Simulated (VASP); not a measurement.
Runs of VASP 6.6.1 on Al2O3. The structure is trigonal, space group R-3c (No. 167). The conventional cell has a = 4.808 Å, b = 4.808 Å, c = 13.123 Å, α = 90.00°, β = 90.00°, γ = 120.00°. Within 2.5 Å of Al (site symmetry 3) lie 6 O at 1.87 to 1.99 Å. Within 2.9 Å of O (site symmetry 2) lie 4 Al at 1.87 to 1.99 Å and 12 O at 2.55 to 2.89 Å. 

| level | k mesh | cutoff (eV) | grid for exact exchange (PRECFOCK) | share of exact exchange | screening parameter | gap on the mesh (eV) | pressure (GPa) | largest force (eV/Å) |
| --- | --- | --- | --- | --- | --- | --- | --- | --- |
| PBE | 2 × 2 × 2 | 600 | - | - | - | 5.85 | (c) | 0.03 |
| HSE06 | 2 × 2 × 2 | 520 | Fast | 0.25 | 0.2079 1/Å | 7.70 | -8.4 | 0.02 |
| PBE | 4 × 4 × 4, shifted | 600 | - | - | - | (b) | -0.4 | 0.02 |
| r2SCAN | 2 × 2 × 2 | 660 | - | - | - | 6.76 | (a) | 0.02 |

Alike in all rows: task single point; potentials or basis VASP PAW PBE potentials, release 64 (Al, O); no spin polarisation; cell as given; smearing fermi-dirac 0.01 eV.

Q: Fill in the values left out.

A: (a) -8.3; (b) 6.19; (c) -0.5.

Caveats: some runs use coarse meshes; the PAW data sets were made with another functional, which shifts forces and pressure a little (at least some runs); a shifted mesh leaves out Γ, where band edges can lie (at least some runs).

A k mesh can miss the band edges.
